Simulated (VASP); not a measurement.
# CdO (Fm-3m) in VASP: notebook

The runs below take CdO through single point, with PBE, r2SCAN.

Everything below comes from runs of VASP 6.6.1. Logs are shortened: lines on timing, memory, paths and dates and some standing lists are left out, and cuts for length are marked.

**1. The cell of the first run**

The structure is cubic, space group Fm-3m (No. 225). The conventional cell has a = 4.862 Å, b = 4.862 Å, c = 4.862 Å, α = 90.00°, β = 90.00°, γ = 90.00°. Within 3.2 Å of Cd (site symmetry m-3m) lie 6 O at 2.43 Å. Within 3.2 Å of O (site symmetry m-3m) lie 6 Cd at 2.43 Å.

**2. Single point, PBE (14.36 Å³/atom)**

Contents of INCAR:

```
PREC = Accurate ; ENCUT = 600
EDIFF = 1E-6 ; ISMEAR = -1
SIGMA = 0.02 ; LREAL = False
LASPH = True ; NELM = 120
ALGO = Normal ; ISIF = 2
LWAVE = False ; LCHARG = True
GGA = PE ; LELF = True
LVHAR = True ; NBANDS = 16
GGA_COMPAT = False
```

Contents of KPOINTS:

```
Automatic mesh
0
Gamma
  8 8 8
```

Contents of POSCAR:

```
CdO
1.0
    0.0000000000      2.4307638007      2.4307638007
    2.4307638007      0.0000000000      2.4307638007
    2.4307638007      2.4307638007      0.0000000000
Cd O
1 1
Direct
    0.0000000000      0.0000000000      0.0000000000
    0.5000000000      0.5000000000      0.5000000000
```

Potentials or basis: VASP PAW PBE potentials, release 64 (Cd, O).

Command:

```console
$ cat potpaw_PBE.64/Cd/POTCAR potpaw_PBE.64/O/POTCAR > POTCAR
$ mpirun -np 1 vasp_std > vasp.out
```

OUTCAR:

```text
PREC = Accurate
   ENCUT = 600
   EDIFF = 1E-6
   ISMEAR = -1
   LREAL = False
   LASPH = True
   NELM = 120
   ISIF = 2
   GGA = PE

 ion  position               nearest neighbor table
   1  0.000  0.000  0.000-   2 2.43   2 2.43   2 2.43   2 2.43   2 2.43   2 2.43
   2  0.500  0.500  0.500-   1 2.43   1 2.43   1 2.43   1 2.43   1 2.43   1 2.43

  LATTYP: Found a face centered cubic cell.
 ALAT       =     4.8615276014

  Lattice vectors:

 A1 = (   0.0000000000,   2.4307638007,   2.4307638007)
 A2 = (   2.4307638007,   0.0000000000,   2.4307638007)
 A3 = (   2.4307638007,   2.4307638007,   0.0000000000)

Analysis of symmetry for initial positions (statically):
=====================================================================
 Subroutine PRICEL returns:
 Original cell was already a primitive cell.

 Routine SETGRP: Setting up the symmetry group for a
 face centered cubic supercell.

 Subroutine GETGRP returns: Found 48 space group operations
 (whereof 48 operations were pure point group operations)
 out of a pool of 48 trial point group operations.

The static configuration has the point symmetry O_h .

Analysis of symmetry for dynamics (positions and initial velocities):
=====================================================================
 Subroutine PRICEL returns:
 Original cell was already a primitive cell.

 Routine SETGRP: Setting up the symmetry group for a
 face centered cubic supercell.

 Subroutine GETGRP returns: Found 48 space group operations
 (whereof 48 operations were pure point group operations)
 out of a pool of 48 trial point group operations.

The dynamic configuration has the point symmetry O_h .

 Subroutine INISYM returns: Found 48 space group operations
 (whereof 48 operations are pure point group operations),
 and found     1 'primitive' translations

----------------------------------------------------------------------------------------

                                     Primitive cell

  volume of cell :      28.7249

  direct lattice vectors                    reciprocal lattice vectors
     0.000000000  2.430763801  2.430763801    -0.205696662  0.205696662  0.205696662
     2.430763801  0.000000000  2.430763801     0.205696662 -0.205696662  0.205696662
     2.430763801  2.430763801  0.000000000     0.205696662  0.205696662 -0.205696662

  length of vectors
     3.437619134  3.437619134  3.437619134     0.356277070  0.356277070  0.356277070

  position of ions in fractional coordinates (direct lattice)
     0.000000000  0.000000000  0.000000000
     0.500000000  0.500000000  0.500000000

  ion indices of the primitive-cell ions
   primitive index   ion index
                 1           1
                 2           2

----------------------------------------------------------------------------------------

 KPOINTS: Automatic mesh

Automatic generation of k-mesh.
 Grid dimensions read from file:
 generate k-points for:    8    8    8

 Generating k-lattice:

  Cartesian coordinates                     Fractional coordinates (reciprocal lattice)
    -0.025712083  0.025712083  0.025712083     0.125000000  0.000000000  0.000000000
     0.025712083 -0.025712083  0.025712083     0.000000000  0.125000000  0.000000000
     0.025712083  0.025712083 -0.025712083     0.000000000  0.000000000  0.125000000

  Length of vectors
     0.044534634  0.044534634  0.044534634

  Shift w.r.t. Gamma in fractional coordinates (k-lattice)
     0.000000000  0.000000000  0.000000000

 Subroutine IBZKPT returns following result:
 ===========================================

 Found     29 irreducible k-points:

 Following reciprocal coordinates:
            Coordinates               Weight
  0.000000  0.000000  0.000000      1.000000
  0.125000  0.000000  0.000000      8.000000
  0.250000  0.000000  0.000000      8.000000
  0.375000  0.000000  0.000000      8.000000
  0.500000  0.000000  0.000000      4.000000
  0.125000  0.125000  0.000000      6.000000
[... 16 lines left out ...]
  0.500000  0.250000  0.125000     48.000000
 -0.375000  0.250000  0.125000     24.000000
 [... further k-points ...]
   k-points           NKPTS =     29   k-points in BZ     NKDIM =     29   number of bands    NBANDS=     16
   number of dos      NEDOS =    301   number of ions     NIONS =      2
   total plane-waves  NPLWV =  21952
   dimension x,y,z NGX =    28 NGY =   28 NGZ =   28
   dimension x,y,z NGXF=    56 NGYF=   56 NGZF=   56
   ions per type =               1   1
   NGX,Y,Z   is equivalent  to a cutoff of  13.54, 13.54, 13.54 a.u.
   NGXF,Y,Z  is equivalent  to a cutoff of  27.08, 27.08, 27.08 a.u.
 SYSTEM =  unknown system
   PREC   = accura    normal or accurate (medium, high low for compatibility)
   ISTART =      0    job   : 0-new  1-cont  2-samecut
   ICHARG =      2    charge: 1-file 2-atom 10-const
   ISPIN  =      1    spin polarized calculation?
   LNONCOLLINEAR =      F non collinear calculations
   LSORBIT =      F    spin-orbit coupling
   LASPH  =      T    aspherical Exc in radial PAW
   ENCUT  =  600.0 eV  44.10 Ry    6.64 a.u.   6.87  6.87  6.87*2*pi/ulx,y,z
   NELM   =    120;   NELMIN=  2; NELMDL= -5     # of ELM steps
   EDIFF  = 0.1E-05   stopping-criterion for ELM
   LREAL  =      F    real-space projection
   EDIFFG = 0.1E-04   stopping-criterion for IOM
   NSW    =      0    number of steps for IOM
   IBRION =     -1    ionic relax: 0-MD 1-quasi-New 2-CG
   NFREE  =      0    steps in history (QN), initial steepest desc. (CG)
   ISIF   =      2    stress and relaxation
   ISYM   =      2    0-nonsym 1-usesym 2-fastsym
   POTIM  = 0.5000    time-step for ionic-motion
   TEBEG  =    0.0;   TEEND  =   0.0 temperature during run
   PSTRESS=    0.0 pullay stress
   NELECT =      18.0000    total number of electrons
   NUPDOWN=      -1.0000    fix difference up-down
   EMIN   =  10.00;   EMAX   =-10.00  energy-range for DOS
   EFERMI =   0.00;   METHOD = LEGACY
   ISMEAR =    -1;   SIGMA  =   0.02  broadening in eV -4-tet -1-fermi 0-gaus
   EFERMI_NEDOS =   21; number of points for ismear=-14 and -15
   IALGO  =     38    algorithm
   IMIX   =      4    mixing-type and parameters
     AMIX     =   0.40;   BMIX     =  1.00
     AMIX_MAG =   1.60;   BMIX_MAG =  1.00
  volume/ion in A,a.u.               =      14.36        96.92
  Fermi-wavevector in a.u.,A,eV,Ry     =   1.400919  2.647352 26.702426  1.962573
  Thomas-Fermi vector in A             =   2.523831
   LORBIT       =      0    0 simple, 1 ext, 2 COOP (PROOUT), +10 PAW based schemes
   GGA     = PE    functional components
   LHFCALC =     F    Hartree Fock is set to
   AEXX    =    0.0000 exact exchange contribution
   IVDW    =     0    specifies the selected vdW correction
   LEPSILON=     F    determine dielectric tensor
   LRPA    =     F    only Hartree local field effects (RPA)
 non-spin polarized calculation
  energy-cutoff  :      600.00
  volume of cell :       28.72
 maximum number of plane-waves:       982
   NGX = 13   NGY = 13   NGZ = 13

 number of electron      18.0000003 magnetization

 Free energy of the ion-electron system (eV)
  ---------------------------------------------------
  ext. energy  EPLUGINS =         0.00000000
  ---------------------------------------------------
  free energy    TOTEN  =        -7.70759709 eV

  energy without entropy =       -7.70728384  energy(sigma->0) =       -7.70744047

 E-fermi :   1.1818     XC(G=0): -11.1342

 val. band max:        1.1357617519   @ k =   0.5000   0.0000   0.0000
 cond. band min:       1.9389059592   @ k =   0.1250   0.0000   0.0000
 fundamental gap:      0.8031442073
 Fermi energy:         1.1817896869

 k-point     1 :       0.0000    0.0000    0.0000
  band No.  band energies     occupation
      1     -15.5451      2.00000
      2      -5.4309      2.00000
      3      -5.4309      2.00000
      4      -5.4309      2.00000
      5      -5.1858      2.00000
      6      -5.1858      2.00000
[... 8 lines left out ...]
     15      17.9117      0.00000
     16      17.9117      0.00000

 k-point     2 :       0.1250    0.0000    0.0000
  band No.  band energies     occupation
      1     -15.4620      2.00000
      2      -5.4731      2.00000
      3      -5.4155      2.00000
      4      -5.4155      2.00000
      5      -5.2470      2.00000
      6      -5.2470      2.00000
[... 8 lines left out ...]
     15      18.7101      0.00000
     16      18.7101      0.00000

 k-point     3 :       0.2500    0.0000    0.0000
  band No.  band energies     occupation
      1     -15.2533      2.00000
      2      -5.6383      2.00000
      3      -5.5653      2.00000
      4      -5.5653      2.00000
      5      -5.1872      2.00000
      6      -5.1872      2.00000
[... 8 lines left out ...]
     15      19.7214      0.00000
     16      19.7214      0.00000

 k-point     4 :       0.3750    0.0000    0.0000
  band No.  band energies     occupation
      1     -15.0314      2.00000
      2      -5.9048      2.00000
      3      -5.7616      2.00000
      4      -5.7616      2.00000
      5      -5.0562      2.00000
      6      -5.0562      2.00000
[... 8 lines left out ...]
     15      21.0250      0.00000
     16      21.0250      0.00000

 k-point     5 :       0.5000    0.0000    0.0000
  band No.  band energies     occupation
      1     -14.9350      2.00000
      2      -6.0439      2.00000
      3      -5.8402      2.00000
      4      -5.8402      2.00000
      5      -4.9985      2.00000
      6      -4.9985      2.00000
[... 8 lines left out ...]
     15      21.3975      0.00000
     16      21.9477      0.00000

 k-point     6 :       0.1250    0.1250    0.0000
  band No.  band energies     occupation
      1     -15.4394      2.00000
      2      -5.4826      2.00000
      3      -5.4012      2.00000
      4      -5.3801      2.00000
      5      -5.3801      2.00000
      6      -5.1557      2.00000
[... 8 lines left out ...]
     15      19.8164      0.00000
     16      20.7996      0.00000

 k-point     7 :       0.2500    0.1250    0.0000
  band No.  band energies     occupation
      1     -15.2857      2.00000
      2      -5.6079      2.00000
      3      -5.5522      2.00000
      4      -5.3972      2.00000
      5      -5.2860      2.00000
      6      -5.1180      2.00000
[... 8 lines left out ...]
     15      20.1311      0.00000
     16      21.7133      0.00000

 k-point     8 :       0.3750    0.1250    0.0000
  band No.  band energies     occupation
      1     -15.0824      2.00000
      2      -5.7855      2.00000
      3      -5.6853      2.00000
      4      -5.5746      2.00000
      5      -5.1581      2.00000
      6      -5.0198      2.00000
[... 8 lines left out ...]
     15      20.3776      0.00000
     16      22.2777      0.00000

 k-point     9 :       0.5000    0.1250    0.0000
  band No.  band energies     occupation
      1     -14.9499      2.00000
      2      -5.9183      2.00000
      3      -5.7541      2.00000
      4      -5.7360      2.00000
      5      -5.0388      2.00000
      6      -4.9858      2.00000
[... 8 lines left out ...]
     15      20.3237      0.00000
     16      22.0684      0.00000
[... 172 lines left out ...]
 k-point    19 :       0.5000    0.3750    0.0000
  band No.  band energies     occupation
      1     -15.0173      2.00000
      2      -5.7391      2.00000
      3      -5.1273      2.00000
      4      -5.0727      2.00000
      5      -4.9197      2.00000
      6      -4.8695      2.00000
[... 8 lines left out ...]
     15      23.0380      0.00000
     16      24.3274      0.00000

 k-point    20 :      -0.3750    0.3750    0.0000
  band No.  band energies     occupation
      1     -14.9674      2.00000
      2      -5.7226      2.00000
      3      -5.3636      2.00000
      4      -5.2304      2.00000
      5      -4.9644      2.00000
      6      -4.8827      2.00000
[... 8 lines left out ...]
     15      22.3481      0.00000
     16      24.0683      0.00000

 k-point    21 :       0.5000    0.5000    0.0000
  band No.  band energies     occupation
      1     -15.0306      2.00000
      2      -5.7782      2.00000
      3      -4.9776      2.00000
      4      -4.8943      2.00000
      5      -4.8943      2.00000
      6      -4.6948      2.00000
[... 8 lines left out ...]
     15      22.4960      0.00000
     16      26.1309      0.00000

 k-point    22 :       0.3750    0.2500    0.1250
  band No.  band energies     occupation
      1     -15.1473      2.00000
      2      -5.6872      2.00000
      3      -5.5879      2.00000
      4      -5.4778      2.00000
      5      -5.2093      2.00000
      6      -5.0098      2.00000
[... 8 lines left out ...]
     15      21.6941      0.00000
     16      21.8887      0.00000

 k-point    23 :       0.5000    0.2500    0.1250
  band No.  band energies     occupation
      1     -15.0055      2.00000
      2      -5.7335      2.00000
      3      -5.6453      2.00000
      4      -5.5616      2.00000
      5      -5.0951      2.00000
      6      -4.9544      2.00000
[... 8 lines left out ...]
     15      20.7423      0.00000
     16      22.4658      0.00000

 k-point    24 :      -0.3750    0.2500    0.1250
  band No.  band energies     occupation
      1     -14.9456      2.00000
      2      -5.7973      2.00000
      3      -5.6086      2.00000
      4      -5.6016      2.00000
      5      -4.9989      2.00000
      6      -4.9941      2.00000
[... 8 lines left out ...]
     15      19.6370      0.00000
     16      23.0477      0.00000

 [... further k-points ...]

------------------------ aborting loop because EDIFF is reached ----------------------------------------

  FORCE on cell =-STRESS in cart. coord.  units (eV):
  Direction    XX          YY          ZZ          XY          YZ          ZX
  --------------------------------------------------------------------------------------
  -------------------------------------------------------------------------------------
  Total       -1.0180326     -1.0180326     -1.0180326     -0.0000000      0.0000000     -0.0000000
  in kB      -56.7824332    -56.7824332    -56.7824332     -0.0000000      0.0000000     -0.0000000
  external PRESSURE =     -56.7824332 kB  Pullay stress =       0.0000000 kB

 VOLUME and BASIS-vectors are now :
 -----------------------------------------------------------------------------
  energy-cutoff  :      600.00
  volume of cell :       28.72
      direct lattice vectors                 reciprocal lattice vectors
     0.000000000  2.430763801  2.430763801    -0.205696662  0.205696662  0.205696662
     2.430763801  0.000000000  2.430763801     0.205696662 -0.205696662  0.205696662
     2.430763801  2.430763801  0.000000000     0.205696662  0.205696662 -0.205696662

 POSITION                                       TOTAL-FORCE (eV/Angst)
 -----------------------------------------------------------------------------------
      0.00000      0.00000      0.00000         0.000000     -0.000000     -0.000000
      2.43076      2.43076      2.43076        -0.000000      0.000000      0.000000
 -----------------------------------------------------------------------------------
    total drift:                                0.000000      0.000000      0.000000

  FREE ENERGIE OF THE ION-ELECTRON SYSTEM (eV)
  ---------------------------------------------------
  free  energy   TOTEN  =        -7.7075970947 eV

  energy  without entropy=       -7.7072838414  energy(sigma->0) =       -7.70744047
```

Wall time 15 s (1 thread of Intel Xeon Platinum 8375C at 2.90GHz (Ice Lake), shared host); peak memory 0.16 GiB.

What came out:

- Free energy: -7.7076 eV
- Pressure: -5.7 GPa
- Band gap on the k mesh: zero (bands 9 and 10 overlap by 0.61 eV)

Caveat: the cell stands under tension; semilocal functionals underestimate gaps, so a narrow gap can read as zero.

**3. Single point, r2SCAN (12.25 Å³/atom)**

This run uses another cell than the first one, of 12.25 Å³/atom.

Contents of POSCAR:

```
CdO
1.0
    0.0000000000      2.3049674669      2.3049674669
    2.3049674669      0.0000000000      2.3049674669
    2.3049674669      2.3049674669      0.0000000000
Cd O
1 1
Direct
    0.0000000000      0.0000000000      0.0000000000
    0.5000000000      0.5000000000      0.5000000000
```

Contents of INCAR.step1:

```
SYSTEM = CdO
  PREC = Accurate
  ENCUT = 660
  ISMEAR = -1
  SIGMA = 0.02
  LREAL = .False.
  LASPH = .True.
  NELM = 120
  NBANDS = 16
  GGA = PE
  ALGO = Normal
  EDIFF = 1E-5
  LWAVE = .True.
  LCHARG = .False.
  GGA_COMPAT = .False.
```

Contents of INCAR.step2:

```
SYSTEM = CdO
  PREC = Accurate
  ENCUT = 660
  EDIFF = 1E-6
  ISMEAR = -1
  SIGMA = 0.02
  LREAL = .False.
  LASPH = .True.
  NELM = 120
  ALGO = Normal
  ISIF = 2
  LWAVE = .False.
  LCHARG = .True.
  METAGGA = R2SCAN
  LMIXTAU = .True.
  LELF = .True.
  LVHAR = .True.
  NBANDS = 16
  ISTART = 1
  GGA_COMPAT = .False.
```

Contents of KPOINTS:

```
Automatic mesh
0
Gamma
  8 8 8
  0 0 0
```

Potentials or basis: VASP PAW PBE potentials, release 64 (Cd, O).

Command:

```console
$ cat potpaw_PBE.64/Cd/POTCAR potpaw_PBE.64/O/POTCAR > POTCAR
$ cp INCAR.step1 INCAR
$ mpirun -np 1 vasp_std > vasp.out
$ cp INCAR.step2 INCAR
$ mpirun -np 1 vasp_std > vasp.out
```

It took 55 s on 1 thread of Intel Xeon Platinum 8375C at 2.90GHz (Ice Lake), shared host; peak memory 0.17 GiB.

It converged, with:

| Item | Value |
| --- | --- |
| Free energy | -28.4925 eV |
| Pressure | 12.7 GPa |
| Band gap on the k mesh | 0.20 eV (least direct gap 1.79 eV) |

Levels at points of the mesh, in eV from the valence-band top:
| k point | band 6 | band 7 | band 8 | band 9 | band 10 | band 11 | band 12 | band 13 |
| --- | --- | --- | --- | --- | --- | --- | --- | --- |
| (0.00, 0.00, 0.00) | -6.64 | -1.60 | -1.60 | -1.60 | 0.20 | 15.82 | 18.19 | 18.19 |
| (0.50, 0.00, 0.00) | -6.37 | -3.98 | 0.00 | 0.00 | 5.11 | 8.46 | 13.13 | 13.13 |
| (0.50, 0.50, 0.00) | -5.81 | -4.78 | -2.64 | -2.64 | 4.83 | 9.59 | 12.01 | 14.89 |

Caveat: the cell stands under pressure; the PAW data sets were made with another functional, which shifts forces and pressure a little. A k mesh can miss the band edges.

[end of part 1 of 2]
